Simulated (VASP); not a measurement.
# SiB6 (P6/mmm) in VASP: further runs, part 2 of 2

VASP 6.6.1. The steps go on from the part before.

## Step 3: Relaxation of cell and atoms, PBE

Input file INCAR:

```
PREC = Accurate ; ENCUT = 600
EDIFF = 1E-6 ; ISMEAR = 0
SIGMA = 0.1 ; LREAL = False
LASPH = True ; NELM = 60
ALGO = Normal ; ISIF = 3
LWAVE = False ; LCHARG = False
GGA = PE ; IBRION = 2
NSW = 100 ; EDIFFG = -0.01
```

Input file KPOINTS:

```
regular mesh
0
Gamma
  12 12 6
```

Input file POSCAR:

```
SiB6
1.0
    3.6640049042      0.0000000000      0.0000000000
   -1.8320024521      3.1731213266      0.0000000000
    0.0000000000      0.0000000000      6.9394130890
Si B
1 6
Direct
    0.0000000000      0.0000000000      0.5000000000
    0.3333333333      0.6666666667      0.0000000000
    0.6666666667      0.3333333333      0.0000000000
    0.5000000000      0.0000000000      0.5000000000
    0.0000000000      0.5000000000      0.5000000000
    0.5000000000      0.5000000000      0.5000000000
    0.0000000000      0.0000000000      0.0000000000
```

Potentials or basis: VASP PAW PBE potentials, release 64 (Si, B).

Run with:

```sh
$ cat potpaw_PBE.64/Si/POTCAR potpaw_PBE.64/B/POTCAR > POTCAR
$ mpirun -np 1 vasp_std > vasp.out
```

OUTCAR:

```text
PREC = Accurate
   ENCUT = 600
   EDIFF = 1E-6
   ISMEAR = 0
   LREAL = False
   LASPH = True
   NELM = 60
   ISIF = 3
   GGA = PE
   IBRION = 2
   NSW = 100
   EDIFFG = -0.01

 ion  position               nearest neighbor table
   1  0.000  0.000  0.500-   5 1.83   6 1.83   5 1.83   6 1.83   4 1.83   4 1.83
   2  0.333  0.667  0.000-   3 2.12   7 2.12   3 2.12   7 2.12   7 2.12   3 2.12
   3  0.667  0.333  0.000-   2 2.12   7 2.12   2 2.12   7 2.12   7 2.12   2 2.12
   4  0.500  0.000  0.500-   5 1.83   6 1.83   6 1.83   5 1.83   1 1.83   1 1.83
   5  0.000  0.500  0.500-   1 1.83   4 1.83   1 1.83   4 1.83   6 1.83   6 1.83
   6  0.500  0.500  0.500-   1 1.83   4 1.83   4 1.83   1 1.83   5 1.83   5 1.83
   7  0.000  0.000  0.000-   2 2.12   3 2.12   2 2.12   3 2.12   3 2.12   2 2.12

  LATTYP: Found a hexagonal cell.
 ALAT       =     3.6640049042
 C/A-ratio  =     1.8939420854

  Lattice vectors:

 A1 = (   3.6640049042,   0.0000000000,   0.0000000000)
 A2 = (  -1.8320024521,   3.1731213266,   0.0000000000)
 A3 = (   0.0000000000,   0.0000000000,   6.9394130890)

Analysis of symmetry for initial positions (statically):
=====================================================================
 Subroutine PRICEL returns:
 Original cell was already a primitive cell.

 Routine SETGRP: Setting up the symmetry group for a
 hexagonal supercell.

 Subroutine GETGRP returns: Found 24 space group operations
[... 261 lines left out ...]
 Free energy of the ion-electron system (eV)
  ---------------------------------------------------
  ext. energy  EPLUGINS =         0.00000000
  ---------------------------------------------------
  free energy    TOTEN  =       -33.71692286 eV

  energy without entropy =      -33.70497108  energy(sigma->0) =      -33.71094697

 E-fermi :   4.2935     XC(G=0):  -9.8903

 val. band max:        4.2837545870   @ k =   0.4167   0.1667   0.3333
 cond. band min:       4.3040011698   @ k =   0.1667   0.0833   0.1667
 fundamental gap:      0.0202465827
 Fermi energy:         4.2935029818

 k-point     1 :       0.0000    0.0000    0.0000
  band No.  band energies     occupation
      1     -11.4869      2.00000
      2      -7.5577      2.00000
      3      -3.0301      2.00000
      4      -3.0301      2.00000
      5      -2.7408      2.00000
      6      -2.5618      2.00000
      7       1.5615      2.00000
      8       2.8507      2.00000
      9       2.8507      2.00000
     10       2.9303      2.00000
     11       2.9303      2.00000
     12       3.4741      2.00000
     13       3.4741      2.00000
     14       5.4723      0.00000
[... 401 lines left out ...]
      2      -6.6150      2.00000
      3      -6.2952      2.00000
      4      -3.4172      2.00000
      5      -3.2697      2.00000
      6      -2.5276      2.00000
      7      -0.8876      2.00000
      8      -0.1134      2.00000
      9       2.7623      2.00000
     10       3.3859      2.00000
     11       3.7122      2.00000
     12       4.7667      0.00000
     13       6.8222      0.00000
     14       7.0731      0.00000
     15       7.6306      0.00000

 [... further k-points ...]

------------------------ aborting loop because EDIFF is reached ----------------------------------------

  FORCE on cell =-STRESS in cart. coord.  units (eV):
  Direction    XX          YY          ZZ          XY          YZ          ZX
  --------------------------------------------------------------------------------------
  -------------------------------------------------------------------------------------
  Total        0.0074427      0.0074427     -0.0263894     -0.0000000      0.0000000      0.0000000
  in kB        0.1479673      0.1479673     -0.5246425     -0.0000000      0.0000000      0.0000000
  external PRESSURE =      -0.0762360 kB  Pullay stress =       0.0000000 kB
[... 22 lines left out ...]
  FREE ENERGIE OF THE ION-ELECTRON SYSTEM (eV)
  ---------------------------------------------------
  free  energy   TOTEN  =       -33.7169228569 eV

  energy  without entropy=      -33.7049710810  energy(sigma->0) =      -33.71094697

 reached required accuracy - stopping structural energy minimisation
```

CONTCAR:

```text
SiB6
   1.00000000000000
     3.6621586713916656   -0.0000000000000000    0.0000000000000000
    -1.8310793356958328    3.1715224420867241   -0.0000000000000000
     0.0000000000000000   -0.0000000000000000    6.9385989699650130
  Si              B
     1     6
Direct
     0.0000000000000000    0.0000000000000000    0.5000000000000000
     0.3333333332999970    0.6666666667000030    1.0000000000000000
     0.6666666667000030    0.3333333332999970    0.0000000000000000
     0.5000000000000000    0.0000000000000000    0.5000000000000000
     0.0000000000000000    0.5000000000000000    0.5000000000000000
     0.5000000000000000    0.5000000000000000    0.5000000000000000
     0.0000000000000000    0.0000000000000000    0.0000000000000000

  0.00000000E+00  0.00000000E+00  0.00000000E+00
  0.00000000E+00  0.00000000E+00  0.00000000E+00
  0.00000000E+00  0.00000000E+00  0.00000000E+00
  0.00000000E+00  0.00000000E+00  0.00000000E+00
  0.00000000E+00  0.00000000E+00  0.00000000E+00
  0.00000000E+00  0.00000000E+00  0.00000000E+00
  0.00000000E+00  0.00000000E+00  0.00000000E+00
```

Run time: 3 min. Hardware: 1 thread of Intel Xeon 6975P-C, shared host; peak memory 0.27 GiB.

What came out:

```yaml
Free_energy: -33.7169 eV
Relaxed_volume: 11.51 Å³/atom
Relaxed_cell: a = 3.662 Å, b = 3.662 Å, c = 6.939 Å, α = 90.00°, β = 90.00°, γ = 120.00°
Space_group_after_relaxing_to_0.05_Å: P6/mmm (No. 191)
Energy_gained_by_relaxing: 0.0 meV/atom
Ionic_steps: 3
Pressure_after_relaxing: 0.0 GPa
Band_gap_on_the_k_mesh: zero (band 11 reaches 5.39 eV, above the bottom of band 12 at 3.40 eV)
```

Final structure:
```yaml
crystal:
  lattice:
    - [3.66216, 0.00000, 0.00000]
    - [-1.83108, 3.17152, 0.00000]
    - [0.00000, 0.00000, 6.93860]
  atoms:
    - { symbol: Si, position: [0.00000, 0.00000, 0.50000] }
    - { symbol: B, position: [0.33333, 0.66667, 0.00000] }
    - { symbol: B, position: [0.66667, 0.33333, 0.00000] }
    - { symbol: B, position: [0.50000, 0.00000, 0.50000] }
    - { symbol: B, position: [0.00000, 0.50000, 0.50000] }
    - { symbol: B, position: [0.50000, 0.50000, 0.50000] }
    - { symbol: B, position: [0.00000, 0.00000, 0.00000] }
```

## Step 4: Relaxation of cell and atoms, PBE

This run uses another cell than the first one, of 12.36 Å³/atom, 1.073 times its volume.

Input file INCAR:

```
SYSTEM = SiB6
PREC     = Accurate       ! precision mode
ENCUT    = 600            ! plane-wave cutoff, eV
EDIFF    = 1E-6           ! SCF threshold, eV
ISMEAR   = 0              ! smearing method
SIGMA    = 0.1            ! smearing width, eV
LREAL    = .False.        ! projectors in reciprocal space
LASPH    = .True.         ! aspherical terms in the spheres
NELM     = 80             ! most SCF steps
ALGO     = Normal         ! electronic algorithm
ISIF     = 3              ! what is computed and relaxed
LWAVE    = .False.        ! write WAVECAR
LCHARG   = .False.        ! write CHGCAR
GGA      = PE             ! functional
IBRION   = 2              ! ionic algorithm
NSW      = 100            ! ionic steps
EDIFFG   = -0.01          ! ionic threshold
```

Input file KPOINTS:

```
regular mesh
0
Gamma
  12 12 6
  0 0 0
```

POSCAR, as its differences from that of step 3:

```diff
@@ -2,5 +2,5 @@
 1.0
-    3.6640049042      0.0000000000      0.0000000000
-   -1.8320024521      3.1731213266      0.0000000000
-    0.0000000000      0.0000000000      6.9394130890
+    3.6422241684      0.0000000000      0.0000000000
+   -1.8211120842      3.1542586561      0.0000000000
+    0.0000000000      0.0000000000      7.5335577165
 Si B
```

Run with:

```sh
$ cat potpaw_PBE.64/Si/POTCAR potpaw_PBE.64/B/POTCAR > POTCAR
$ mpirun -np 1 vasp_std > vasp.out
```

Run time: 9.5 min. Hardware: 1 thread of Intel Xeon 6975P-C, shared host; peak memory 0.3 GiB.

The run converged. Its results:

- Free energy: -33.7187 eV
- Relaxed volume: 11.49 Å³/atom
- Relaxed cell: a = 3.662 Å, b = 3.662 Å, c = 6.921 Å, α = 90.00°, β = 90.00°, γ = 120.00°
- Space group after relaxing (to 0.05 Å): P6/mmm (No. 191)
- Energy gained by relaxing: 4.7 meV/atom
- Ionic steps: 10
- Pressure after relaxing: 0.0 GPa
- Band gap on the k mesh: zero (band 11 reaches 5.40 eV, above the bottom of band 12 at 3.42 eV)

The path:
| step | energy change (eV) | largest force (eV/Å) | pressure (GPa) | volume (Å³) |
| --- | --- | --- | --- | --- |
| 1 | 0.0000 | 0.0000 | 1.37 | 86.55 |
| 2 | -0.0038 | 0.0000 | -1.69 | 87.88 |
| 3 | -0.0078 | 0.0000 | -0.43 | 87.32 |
| 4 | -0.0097 | 0.0000 | -0.43 | 87.01 |
| 5 | -0.0150 | 0.0000 | -0.43 | 86.10 |
| 6 | -0.0243 | 0.0000 | -0.41 | 84.27 |
| 7 | -0.0331 | 0.0000 | -0.18 | 80.61 |
| 8 | -0.0331 | 0.0000 | -0.17 | 80.48 |
| 9 | -0.0292 | 0.0000 | 1.42 | 79.75 |
| 10 | -0.0332 | 0.0000 | 0.01 | 80.40 |

Final structure:
```
Si B
1.0
     3.66229    0.00000    0.00000
    -1.83115    3.17164    0.00000
     0.00000    0.00000    6.92138
Si B
1 6
Direct
  0.00000 0.00000 0.50000
  0.33333 0.66667 0.00000
  0.66667 0.33333 0.00000
  0.50000 0.00000 0.50000
  0.00000 0.50000 0.50000
  0.50000 0.50000 0.50000
  0.00000 0.00000 0.00000
```

Levels at points of the mesh, in eV from the Fermi level:
```csv
k point,band 8,band 9,band 10,band 11,band 12,band 13,band 14,band 15
"(0.00, 0.00, 0.00)",-1.44,-1.44,-1.36,-1.36,-0.82,-0.82,1.17,2.40
"(0.50, 0.00, 0.00)",-3.44,-3.30,-1.07,0.45,0.61,1.07,2.96,3.19
"(0.00, 0.00, 0.50)",-1.39,-1.39,-1.37,-1.37,-0.89,-0.89,1.39,2.30
"(0.50, 0.00, 0.50)",-2.99,-2.70,-1.12,-0.56,-0.40,1.07,3.09,3.80
```

## Step 5: Overview

```csv
task,cell,cutoff (eV),gap on the mesh (eV),pressure (GPa),relaxed volume (Å³/atom)
single point,"a = 3.664, b = 3.664, c = 6.939 Å, angles 90.0, 90.0, 120.0°, 7 atoms",520,none,-0.2,-
relaxation of cell and atoms,"relaxed from a = 3.664, b = 3.664, c = 6.939 Å, angles 90.0, 90.0, 120.0°, 7 atoms",600,none,0.0,11.51
relaxation of cell and atoms,"relaxed from a = 3.642, b = 3.642, c = 7.534 Å, angles 90.0, 90.0, 120.0°, 7 atoms",600,none,0.0,11.49
```

Alike in all rows: level PBE; potentials or basis VASP PAW PBE potentials, release 64 (Si, B); no spin polarisation; k mesh 12 × 12 × 6; smearing gaussian 0.1 eV.

Total energies depend on the potentials used, so only differences within one code and one set of settings carry meaning.
